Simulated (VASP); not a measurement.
# Mg3Sb2 (P-3m1) in VASP: further runs

Runs on Mg3Sb2. Level: PBE. Tasks: single point, relaxation of the atoms.

All numbers are computed with VASP 6.6.1; they aren't measurements. Logs are shortened: lines on timing, memory, paths and dates and some standing lists are left out, and cuts for length are marked.

## (1) The cell of the first run

The structure is trigonal, space group P-3m1 (No. 164). The conventional cell has a = 4.594 Å, b = 4.594 Å, c = 7.565 Å, α = 90.00°, β = 90.00°, γ = 120.00°. Mg (site symmetry 3m) has 4 Sb at 2.86 to 3.04 Å and 6 Mg at 3.30 to 3.85 Å within 3.9 Å. Mg (site symmetry -3m) has 6 Sb at 3.17 Å and 6 Mg at 3.85 Å within 4.2 Å. Within 3.8 Å of Sb (site symmetry 3m) lie 7 Mg at 2.86 to 3.17 Å.

## (2) Single point, PBE (strain along c alone, the other axes held: +4.0 %, then relaxed in part)

INCAR

```
ALGO = Normal ; EDIFF = 1E-6
ENCUT = 600 ; GGA = PE
GGA_COMPAT = False ; ISIF = 2
ISMEAR = 0 ; LASPH = True
LCHARG = False ; LREAL = False
LWAVE = False ; NBANDS = 16
NELM = 120 ; PREC = Accurate
SIGMA = 0.01
```

KPOINTS

```
k-points
0
Gamma
  12 12 6
```

POSCAR

```
Mg3Sb2
1.0
    4.5938670597      0.0000000000      0.0000000000
   -2.2969335298      3.9784055753      0.0000000000
    0.0000000000      0.0000000000      7.5652464445
Mg Sb
3 2
Direct
    0.3333333333      0.6666666667      0.6302806774
    0.6666666667      0.3333333333      0.3697193226
    0.0000000000      0.0000000000      0.0000000000
    0.3333333333      0.6666666667      0.2289230605
    0.6666666667      0.3333333333      0.7710769395
```

Potentials or basis: VASP PAW PBE potentials, release 64 (Mg, Sb).

Launch:

```console
cat potpaw_PBE.64/Mg/POTCAR potpaw_PBE.64/Sb/POTCAR > POTCAR
mpirun -np 1 vasp_std > vasp.out
```

OUTCAR:

```text
EDIFF = 1E-6
   ENCUT = 600
   GGA = PE
   ISIF = 2
   ISMEAR = 0
   LASPH = True
   LREAL = False
   NELM = 120
   PREC = Accurate

 ion  position               nearest neighbor table
   1  0.333  0.667  0.630-   5 2.86   5 2.86   5 2.86   4 3.04   2 3.30   2 3.30   2 3.30
   2  0.667  0.333  0.370-   4 2.86   4 2.86   4 2.86   5 3.04   1 3.30   1 3.30   1 3.30
   3  0.000  0.000  0.000-   4 3.17   5 3.17   4 3.17   5 3.17   5 3.17   4 3.17
   4  0.333  0.667  0.229-   2 2.86   2 2.86   2 2.86   1 3.04   3 3.17   3 3.17   3 3.17
   5  0.667  0.333  0.771-   1 2.86   1 2.86   1 2.86   2 3.04   3 3.17   3 3.17   3 3.17

  LATTYP: Found a hexagonal cell.
 ALAT       =     4.5938670597
 C/A-ratio  =     1.6468144041

  Lattice vectors:

 A1 = (   4.5938670597,   0.0000000000,   0.0000000000)
 A2 = (  -2.2969335298,   3.9784055753,   0.0000000000)
 A3 = (   0.0000000000,   0.0000000000,   7.5652464445)

Analysis of symmetry for initial positions (statically):
=====================================================================
 Subroutine PRICEL returns:
 Original cell was already a primitive cell.

 Routine SETGRP: Setting up the symmetry group for a
 hexagonal supercell.

 Subroutine GETGRP returns: Found 12 space group operations
 (whereof 12 operations were pure point group operations)
 out of a pool of 24 trial point group operations.

The static configuration has the point symmetry D_3d.

Analysis of symmetry for dynamics (positions and initial velocities):
=====================================================================
 Subroutine PRICEL returns:
 Original cell was already a primitive cell.

 Routine SETGRP: Setting up the symmetry group for a
 hexagonal supercell.

 Subroutine GETGRP returns: Found 12 space group operations
 (whereof 12 operations were pure point group operations)
 out of a pool of 24 trial point group operations.

The dynamic configuration has the point symmetry D_3d.

 Subroutine INISYM returns: Found 12 space group operations
 (whereof 12 operations are pure point group operations),
 and found     1 'primitive' translations

----------------------------------------------------------------------------------------

                                     Primitive cell

  volume of cell :     138.2645

  direct lattice vectors                    reciprocal lattice vectors
     4.593867060  0.000000000  0.000000000     0.217681528  0.125678489  0.000000000
    -2.296933530  3.978405575  0.000000000     0.000000000  0.251356977  0.000000000
     0.000000000  0.000000000  7.565246444     0.000000000  0.000000000  0.132183400

  length of vectors
     4.593867060  4.593867060  7.565246444     0.251356977  0.251356977  0.132183400

  position of ions in fractional coordinates (direct lattice)
     0.333333333  0.666666667  0.630280677
     0.666666667  0.333333333  0.369719323
     0.000000000  0.000000000  0.000000000
     0.333333333  0.666666667  0.228923061
     0.666666667  0.333333333  0.771076939

  ion indices of the primitive-cell ions
   primitive index   ion index
                 1           1
                 2           2
                 3           3
                 4           4
                 5           5

----------------------------------------------------------------------------------------

 KPOINTS: k-points

Automatic generation of k-mesh.
 Grid dimensions read from file:
 generate k-points for:   12   12    6

 Generating k-lattice:

  Cartesian coordinates                     Fractional coordinates (reciprocal lattice)
     0.018140127  0.010473207  0.000000000     0.083333333  0.000000000  0.000000000
     0.000000000  0.020946415  0.000000000     0.000000000  0.083333333  0.000000000
     0.000000000  0.000000000  0.022030567     0.000000000  0.000000000  0.166666667

  Length of vectors
     0.020946415  0.020946415  0.022030567

  Shift w.r.t. Gamma in fractional coordinates (k-lattice)
     0.000000000  0.000000000  0.000000000

 Subroutine IBZKPT returns following result:
 ===========================================

 Found    100 irreducible k-points:

 Following reciprocal coordinates:
            Coordinates               Weight
  0.000000  0.000000  0.000000      1.000000
  0.083333  0.000000  0.000000      6.000000
  0.166667  0.000000  0.000000      6.000000
  0.250000  0.000000  0.000000      6.000000
  0.333333  0.000000  0.000000      6.000000
  0.416667  0.000000  0.000000      6.000000
[... 16 lines left out ...]
  0.166667  0.000000  0.166667      6.000000
  0.000000  0.166667  0.166667      6.000000
 [... further k-points ...]
   k-points           NKPTS =    100   k-points in BZ     NKDIM =    100   number of bands    NBANDS=     16
   number of dos      NEDOS =    301   number of ions     NIONS =      5
   total plane-waves  NPLWV =  96000
   dimension x,y,z NGX =    40 NGY =   40 NGZ =   60
   dimension x,y,z NGXF=    80 NGYF=   80 NGZF=  120
   ions per type =               3   2
   NGX,Y,Z   is equivalent  to a cutoff of  14.48, 14.48, 13.18 a.u.
   NGXF,Y,Z  is equivalent  to a cutoff of  28.95, 28.95, 26.37 a.u.
 SYSTEM =  unknown system
   PREC   = accura    normal or accurate (medium, high low for compatibility)
   ISTART =      0    job   : 0-new  1-cont  2-samecut
   ICHARG =      2    charge: 1-file 2-atom 10-const
   ISPIN  =      1    spin polarized calculation?
   LNONCOLLINEAR =      F non collinear calculations
   LSORBIT =      F    spin-orbit coupling
   LASPH  =      T    aspherical Exc in radial PAW
   ENCUT  =  600.0 eV  44.10 Ry    6.64 a.u.   9.18  9.18 15.11*2*pi/ulx,y,z
   NELM   =    120;   NELMIN=  2; NELMDL= -5     # of ELM steps
   EDIFF  = 0.1E-05   stopping-criterion for ELM
   LREAL  =      F    real-space projection
   EDIFFG = 0.1E-04   stopping-criterion for IOM
   NSW    =      0    number of steps for IOM
   IBRION =     -1    ionic relax: 0-MD 1-quasi-New 2-CG
   NFREE  =      0    steps in history (QN), initial steepest desc. (CG)
   ISIF   =      2    stress and relaxation
   ISYM   =      2    0-nonsym 1-usesym 2-fastsym
   POTIM  = 0.5000    time-step for ionic-motion
   TEBEG  =    0.0;   TEEND  =   0.0 temperature during run
   PSTRESS=    0.0 pullay stress
   NELECT =      16.0000    total number of electrons
   NUPDOWN=      -1.0000    fix difference up-down
   EMIN   =  10.00;   EMAX   =-10.00  energy-range for DOS
   EFERMI =   0.00;   METHOD = LEGACY
   ISMEAR =     0;   SIGMA  =   0.01  broadening in eV -4-tet -1-fermi 0-gaus
   EFERMI_NEDOS =   21; number of points for ismear=-14 and -15
   IALGO  =     38    algorithm
   IMIX   =      4    mixing-type and parameters
     AMIX     =   0.40;   BMIX     =  1.00
     AMIX_MAG =   1.60;   BMIX_MAG =  1.00
  volume/ion in A,a.u.               =      27.65       186.61
  Fermi-wavevector in a.u.,A,eV,Ry     =   0.797770  1.507568  8.659262  0.636438
  Thomas-Fermi vector in A             =   1.904552
   LORBIT       =      0    0 simple, 1 ext, 2 COOP (PROOUT), +10 PAW based schemes
   GGA     = PE    functional components
   LHFCALC =     F    Hartree Fock is set to
   AEXX    =    0.0000 exact exchange contribution
   IVDW    =     0    specifies the selected vdW correction
   LEPSILON=     F    determine dielectric tensor
   LRPA    =     F    only Hartree local field effects (RPA)
 non-spin polarized calculation
 Gauss-broadening in eV      SIGMA  =   0.01
  energy-cutoff  :      600.00
  volume of cell :      138.26
 maximum number of plane-waves:      4648
 NGX is ok and might be reduce to    40
   NGX = 19   NGY = 19   NGZ = 31

 number of electron      16.0000000 magnetization

 Free energy of the ion-electron system (eV)
  ---------------------------------------------------
  ext. energy  EPLUGINS =         0.00000000
  ---------------------------------------------------
  free energy    TOTEN  =       -14.60129532 eV

  energy without entropy =      -14.60129532  energy(sigma->0) =      -14.60129532

 E-fermi :   3.9070     XC(G=0):  -8.5952

 val. band max:        3.8177566190   @ k =   0.0000   0.0000   0.0000
 cond. band min:       4.0463367076   @ k =   0.0000   0.4167   0.3333
 fundamental gap:      0.2285800887
 Fermi energy:         3.9069807967

 k-point     1 :       0.0000    0.0000    0.0000
  band No.  band energies     occupation
      1      -6.0071      2.00000
      2      -4.9761      2.00000
      3      -0.7493      2.00000
      4       3.1439      2.00000
      5       3.1439      2.00000
      6       3.7424      2.00000
[... 8 lines left out ...]
     15       8.1045      0.00000
     16       8.9855      0.00000

 k-point     2 :       0.0833    0.0000    0.0000
  band No.  band energies     occupation
      1      -5.9611      2.00000
      2      -4.9465      2.00000
      3      -0.6896      2.00000
      4       2.6536      2.00000
      5       3.0054      2.00000
      6       3.2095      2.00000
[... 8 lines left out ...]
     15       8.1186      0.00000
     16       8.5449      0.00000

 k-point     3 :       0.1667    0.0000    0.0000
  band No.  band energies     occupation
      1      -5.8267      2.00000
      2      -4.8650      2.00000
      3      -0.5125      2.00000
      4       1.7564      2.00000
      5       2.3995      2.00000
      6       2.7181      2.00000
[... 8 lines left out ...]
     15       8.1792      0.00000
     16       8.4634      0.00000
[... 362 lines left out ...]
 k-point    23 :       0.1667    0.0000    0.1667
  band No.  band energies     occupation
      1      -5.7782      2.00000
      2      -4.9530      2.00000
      3      -0.3156      2.00000
      4       1.8083      2.00000
      5       2.1563      2.00000
      6       2.7512      2.00000
[... 8 lines left out ...]
     15       8.4301      0.00000
     16       8.4876      0.00000

 k-point    24 :       0.0000    0.1667    0.1667
  band No.  band energies     occupation
      1      -5.7788      2.00000
      2      -4.9517      2.00000
      3      -0.3311      2.00000
      4       1.7973      2.00000
      5       2.2616      2.00000
      6       2.7821      2.00000
[... 8 lines left out ...]
     15       8.0665      0.00000
     16       8.7313      0.00000

 [... further k-points ...]

------------------------ aborting loop because EDIFF is reached ----------------------------------------

  FORCE on cell =-STRESS in cart. coord.  units (eV):
  Direction    XX          YY          ZZ          XY          YZ          ZX
  --------------------------------------------------------------------------------------
  -------------------------------------------------------------------------------------
  Total       -0.5371856     -0.5371856     -2.3749216     -0.0000000      0.0000000     -0.0000000
  in kB       -6.2247851     -6.2247851    -27.5200553     -0.0000000      0.0000000     -0.0000000
  external PRESSURE =     -13.3232085 kB  Pullay stress =       0.0000000 kB

 VOLUME and BASIS-vectors are now :
 -----------------------------------------------------------------------------
  energy-cutoff  :      600.00
  volume of cell :      138.26
      direct lattice vectors                 reciprocal lattice vectors
     4.593867060  0.000000000  0.000000000     0.217681528  0.125678489  0.000000000
    -2.296933530  3.978405575  0.000000000     0.000000000  0.251356977  0.000000000
     0.000000000  0.000000000  7.565246444     0.000000000  0.000000000  0.132183400

 POSITION                                       TOTAL-FORCE (eV/Angst)
 -----------------------------------------------------------------------------------
     -0.00000      2.65227      4.76823         0.000000     -0.000000     -0.008847
      2.29693      1.32614      2.79702         0.000000      0.000000      0.008847
      0.00000      0.00000      0.00000         0.000000      0.000000      0.000000
     -0.00000      2.65227      1.73186        -0.000000     -0.000000     -0.012277
      2.29693      1.32614      5.83339         0.000000      0.000000      0.012277
 -----------------------------------------------------------------------------------
    total drift:                                0.000000     -0.000000     -0.000000

  FREE ENERGIE OF THE ION-ELECTRON SYSTEM (eV)
  ---------------------------------------------------
  free  energy   TOTEN  =       -14.6012953219 eV

  energy  without entropy=      -14.6012953219  energy(sigma->0) =      -14.60129532
```

Wall time 2.4 min (1 thread of Intel Xeon 6975P-C (Granite Rapids), shared host); peak memory 0.47 GiB.

What came out:

```yaml
Free_energy: -14.6013 eV
Pressure: -1.3 GPa
Largest_force: 0.012 eV/Å
Band_gap_on_the_k_mesh: 0.23 eV (least direct gap 1.01 eV)
```

Forces in eV/Å, atoms in the order of the input:
```
Mg   0.000  0.000 -0.009
Mg   0.000  0.000  0.009
Mg   0.000  0.000  0.000
Sb   0.000  0.000 -0.012
Sb   0.000  0.000  0.012
```

Stress tensor (GPa, compression positive):
```
-0.62  0.00  0.00
 0.00 -0.62  0.00
 0.00  0.00 -2.75
```

Caveat: the cell differs from its parent crystal (strain along c alone, the other axes held: +4.0 %, then relaxed in part); spin-orbit coupling is left out, which moves the levels of the heavy elements. A k mesh can miss the band edges.

## (3) Single point, PBE

INCAR

```
SYSTEM = Mg3Sb2
PREC = Accurate ; ENCUT = 600
EDIFF = 1E-6 ; ISMEAR = 0
SIGMA = 0.01 ; LREAL = .FALSE.
LASPH = .TRUE. ; NELM = 120
ALGO = Normal ; ISIF = 2
LWAVE = .FALSE. ; LCHARG = .FALSE.
GGA = PE ; NBANDS = 16
GGA_COMPAT = .FALSE.
```

KPOINTS

```
Automatic mesh
0
G
  12 12 6
  0 0 0
```

POSCAR is that of step 2.

Potentials or basis: VASP PAW PBE potentials, release 64 (Mg, Sb).

Launch:

```console
cat potpaw_PBE.64/Mg/POTCAR potpaw_PBE.64/Sb/POTCAR > POTCAR
mpirun -np 1 vasp_std > vasp.out
```

OUTCAR:

```text
SYSTEM = Mg3Sb2
   PREC = Accurate
   ENCUT = 600
   EDIFF = 1E-6
   ISMEAR = 0
   LREAL = .FALSE.
   LASPH = .TRUE.
   NELM = 120
   ISIF = 2
   GGA = PE

 ion  position               nearest neighbor table
   1  0.333  0.667  0.630-   5 2.86   5 2.86   5 2.86   4 3.04   2 3.30   2 3.30   2 3.30
   2  0.667  0.333  0.370-   4 2.86   4 2.86   4 2.86   5 3.04   1 3.30   1 3.30   1 3.30
   3  0.000  0.000  0.000-   4 3.17   5 3.17   4 3.17   5 3.17   5 3.17   4 3.17
   4  0.333  0.667  0.229-   2 2.86   2 2.86   2 2.86   1 3.04   3 3.17   3 3.17   3 3.17
   5  0.667  0.333  0.771-   1 2.86   1 2.86   1 2.86   2 3.04   3 3.17   3 3.17   3 3.17

  LATTYP: Found a hexagonal cell.
 ALAT       =     4.5938670597
 C/A-ratio  =     1.6468144041

  Lattice vectors:

 A1 = (   4.5938670597,   0.0000000000,   0.0000000000)
 A2 = (  -2.2969335298,   3.9784055753,   0.0000000000)
 A3 = (   0.0000000000,   0.0000000000,   7.5652464445)

Analysis of symmetry for initial positions (statically):
=====================================================================
 Subroutine PRICEL returns:
 Original cell was already a primitive cell.
[... 182 lines left out ...]
 Fermi energy:         3.9069807967

 k-point     1 :       0.0000    0.0000    0.0000
  band No.  band energies     occupation
      1      -6.0071      2.00000
      2      -4.9761      2.00000
      3      -0.7493      2.00000
      4       3.1439      2.00000
      5       3.1439      2.00000
      6       3.7424      2.00000
[... 433 lines left out ...]
      3      -0.3311      2.00000
      4       1.7973      2.00000
      5       2.2616      2.00000
      6       2.7821      2.00000
[... 8 lines left out ...]
     15       8.0665      0.00000
     16       8.7313      0.00000

 [... further k-points ...]

------------------------ aborting loop because EDIFF is reached ----------------------------------------

  FORCE on cell =-STRESS in cart. coord.  units (eV):
  Direction    XX          YY          ZZ          XY          YZ          ZX
  --------------------------------------------------------------------------------------
  -------------------------------------------------------------------------------------
  Total       -0.5371856     -0.5371856     -2.3749216     -0.0000000      0.0000000     -0.0000000
  in kB       -6.2247851     -6.2247851    -27.5200553     -0.0000000      0.0000000     -0.0000000
  external PRESSURE =     -13.3232085 kB  Pullay stress =       0.0000000 kB

 VOLUME and BASIS-vectors are now :
 -----------------------------------------------------------------------------
  energy-cutoff  :      600.00
  volume of cell :      138.26
      direct lattice vectors                 reciprocal lattice vectors
     4.593867060  0.000000000  0.000000000     0.217681528  0.125678489  0.000000000
    -2.296933530  3.978405575  0.000000000     0.000000000  0.251356977  0.000000000
     0.000000000  0.000000000  7.565246444     0.000000000  0.000000000  0.132183400

 POSITION                                       TOTAL-FORCE (eV/Angst)
 -----------------------------------------------------------------------------------
     -0.00000      2.65227      4.76823         0.000000     -0.000000     -0.008847
      2.29693      1.32614      2.79702         0.000000      0.000000      0.008847
      0.00000      0.00000      0.00000         0.000000      0.000000      0.000000
     -0.00000      2.65227      1.73186        -0.000000     -0.000000     -0.012277
      2.29693      1.32614      5.83339         0.000000      0.000000      0.012277
 -----------------------------------------------------------------------------------
    total drift:                                0.000000     -0.000000     -0.000000

  FREE ENERGIE OF THE ION-ELECTRON SYSTEM (eV)
  ---------------------------------------------------
  free  energy   TOTEN  =       -14.6012953219 eV

  energy  without entropy=      -14.6012953219  energy(sigma->0) =      -14.60129532
```

OSZICAR:

```text
N       E                     dE             d eps       ncg     rms          rms(c)
DAV:   1     0.459632757943E+02    0.45963E+02   -0.54511E+03  3200   0.842E+02
DAV:   2    -0.116338038865E+02   -0.57597E+02   -0.52020E+02  4184   0.116E+02
DAV:   3    -0.151775671064E+02   -0.35438E+01   -0.34943E+01  4400   0.295E+01
DAV:   4    -0.152239881551E+02   -0.46421E-01   -0.46413E-01  3672   0.390E+00
DAV:   5    -0.152248023035E+02   -0.81415E-03   -0.81414E-03  4480   0.587E-01    0.427E+00
DAV:   6    -0.147054242704E+02    0.51938E+00   -0.54923E-01  3912   0.294E+00    0.250E+00
DAV:   7    -0.146022681439E+02    0.10316E+00   -0.38628E-01  4304   0.251E+00    0.103E+00
DAV:   8    -0.146012657228E+02    0.10024E-02   -0.22511E-02  3424   0.761E-01    0.638E-02
DAV:   9    -0.146012210628E+02    0.44660E-04   -0.57480E-04  4280   0.155E-01    0.542E-02
DAV:  10    -0.146012728765E+02   -0.51814E-04   -0.75158E-05  3768   0.473E-02    0.172E-02
DAV:  11    -0.146012947846E+02   -0.21908E-04   -0.29686E-05  3600   0.261E-02    0.790E-03
DAV:  12    -0.146012953219E+02   -0.53729E-06   -0.45297E-06  4312   0.967E-03
   1 F= -.14601295E+02 E0= -.14601295E+02  d E =-.174152E-39
```

It took 2.9 min on 1 thread of Intel Xeon 6975P-C (Granite Rapids), shared host; peak memory 0.46 GiB.

What came out:

```yaml
Free_energy: -14.6013 eV
Pressure: -1.3 GPa
Largest_force: 0.012 eV/Å
Band_gap_on_the_k_mesh: 0.23 eV (least direct gap 1.01 eV)
```

Forces in eV/Å, atoms in the order of the input:
```
Mg   0.000  0.000 -0.009
Mg   0.000  0.000  0.009
Mg   0.000  0.000  0.000
Sb   0.000  0.000 -0.012
Sb   0.000  0.000  0.012
```

Stress tensor (GPa, compression positive):
```
-0.62  0.00  0.00
 0.00 -0.62  0.00
 0.00  0.00 -2.75
```

Levels at points of the mesh, in eV from the valence-band top:
```
           k point  band 6  band 7  band 8  band 9  band 10  band 11
(0.00, 0.00, 0.00)   -0.08   -0.08    0.00    1.01     1.59     3.40
(0.50, 0.00, 0.00)   -1.94   -1.83   -0.63    0.72     2.09     2.24
(0.00, 0.00, 0.50)   -0.43   -0.34   -0.34    2.03     2.11     3.09
(0.50, 0.00, 0.50)   -1.42   -1.33   -1.28    0.51     1.38     1.90
```

Caveat: spin-orbit coupling is left out, which moves the levels of the heavy elements.

(Continued in part 2 of 2.)
